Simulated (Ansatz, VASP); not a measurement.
**Two plane-wave programs on SnO**

```
CELL_PARAMETERS angstrom
3.26423 0.00000 0.00000
-1.63212 2.82691 0.00000
0.00000 0.00000 18.17627
ATOMIC_POSITIONS crystal
Sn 0.00000 0.00000 0.99727
Sn 0.33333 0.66667 0.24638
Sn 0.00000 0.00000 0.49727
Sn 0.66667 0.33333 0.74638
O 0.00000 0.00000 0.19023
O 0.33333 0.66667 0.44113
O 0.00000 0.00000 0.69023
O 0.66667 0.33333 0.94113
```

Alike in both runs: task single point; functional r2SCAN; k mesh 9 × 9 × 2; no spin polarisation.

```csv
,VASP,Ansatz
version,VASP 6.6.1,Ansatz 0.2.0
potentials or method,"VASP PAW PBE potentials, release 64 (Sn_d, O)","plane waves, PAW"
plane-wave cutoff (eV),520,500
occupations,"gaussian, width 0.01 eV",fixed
valence electrons in the cell,80,80
```

Ansatz gave:

| Item | Value |
| --- | --- |
| gap on the k mesh at the Fermi level (eV) | 1.62 |
| pressure (GPa) | 2.2 |
| traceless stress, the component that is largest in VASP (GPa) | -0.65 |
| rms of the force components (eV/Å) | 0.186 |

Estimate VASP's values.

gap on the k mesh at the Fermi level (eV): 1.59; pressure (GPa): 2.7; traceless stress, the component that is largest in VASP (GPa): -0.85; rms of the force components (eV/Å): 0.252.

VASP's potentials were made for PBE, not for r2SCAN. Atom by atom the forces differ by 0.067 eV/Å (rms over components).
